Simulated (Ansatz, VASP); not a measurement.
Mg2Si in VASP and in Ansatz

File POSCAR:

```
Mg2Si
1.0
    0.0000000000      3.1689631864      3.1689631864
    3.1689631864      0.0000000000      3.1689631864
    3.1689631864      3.1689631864      0.0000000000
Si Mg
1 2
Direct
    0.0000000000      0.0000000000      0.0000000000
    0.2500000000      0.2500000000      0.2500000000
    0.7500000000      0.7500000000      0.7500000000
```

Contents of INCAR.step1:

```
PREC     = Accurate       # precision mode
ENCUT    = 660            # plane-wave cutoff, eV
ISMEAR   = 0              # smearing method
SIGMA    = 0.01           # smearing width, eV
LREAL    = False          # projectors in reciprocal space
LASPH    = True           # aspherical terms in the spheres
NELM     = 120            # most SCF steps
NBANDS   = 11             # bands
GGA      = PE             # functional
ALGO     = Normal         # electronic algorithm
EDIFF    = 1E-5           # SCF threshold, eV
LWAVE    = True           # write WAVECAR
LCHARG   = False          # write CHGCAR
GGA_COMPAT= False
```

The input INCAR.step2:

```
PREC     = Accurate       # precision mode
ENCUT    = 660            # plane-wave cutoff, eV
EDIFF    = 1E-6           # SCF threshold, eV
ISMEAR   = 0              # smearing method
SIGMA    = 0.01           # smearing width, eV
LREAL    = False          # projectors in reciprocal space
LASPH    = True           # aspherical terms in the spheres
NELM     = 120            # most SCF steps
ALGO     = Normal         # electronic algorithm
ISIF     = 2              # what is computed and relaxed
LWAVE    = False          # write WAVECAR
LCHARG   = False          # write CHGCAR
METAGGA  = R2SCAN         # meta-GGA
LMIXTAU  = True         
NBANDS   = 11             # bands
ISTART   = 1            
GGA_COMPAT= False
```

The input KPOINTS:

```
Automatic mesh
0
Gamma
  8 8 8
```

Input for Ansatz:

```yaml
crystal:
  lattice:
    - [0.0, 3.1689631864, 3.1689631864]
    - [3.1689631864, 0.0, 3.1689631864]
    - [3.1689631864, 3.1689631864, 0.0]
  atoms:
    - { symbol: Si, position: [0.0, 0.0, 0.0] }
    - { symbol: Mg, position: [0.25, 0.25, 0.25] }
    - { symbol: Mg, position: [0.75, 0.75, 0.75] }
kpoints:
  mp_grid: { grid: [8, 8, 8] }
  band_path:
    path:
      - [0.0, 0.0, 0.0]
      - [0.5, 0.0, 0.5]
      - [0.625, 0.25, 0.625]
      - [0.375, 0.375, 0.75]
      - [0.5, 0.5, 0.5]
      - [0.5, 0.25, 0.75]
      - [0.0, 0.5, 0.5]
    npoints: 1
hamiltonian:
  xc: r2scan
scf:
  occupations: { method: fixed }
  n_extra_bands: 4
output:
  forces: true
  stress: true
  eigenvalues: true
```

Alike in both runs: task single point; functional r2SCAN; k mesh 8 × 8 × 8; no spin polarisation.

|  | VASP | Ansatz |
| --- | --- | --- |
| version | VASP 6.6.1 | Ansatz 0.2.0 |
| potentials or method | VASP PAW PBE potentials, release 64 (Si, Mg) | plane waves, PAW |
| plane-wave cutoff (eV) | 660 | 500 |
| occupations | gaussian, width 0.01 eV | fixed |
| valence electrons in the cell | 8 | 24 |

|  | VASP | Ansatz | Ansatz less VASP |
| --- | --- | --- | --- |
| gap on the k mesh at the Fermi level (eV) | 0.45 | 0.45 | -0.003 |
| pressure (GPa) | -0.3 | 0.0 | +0.28 |

VASP's potentials were made for PBE, not for r2SCAN. VASP's potentials hold 8 valence electrons a cell and Ansatz's 24, so a difference there can come from the potentials and not from the codes.
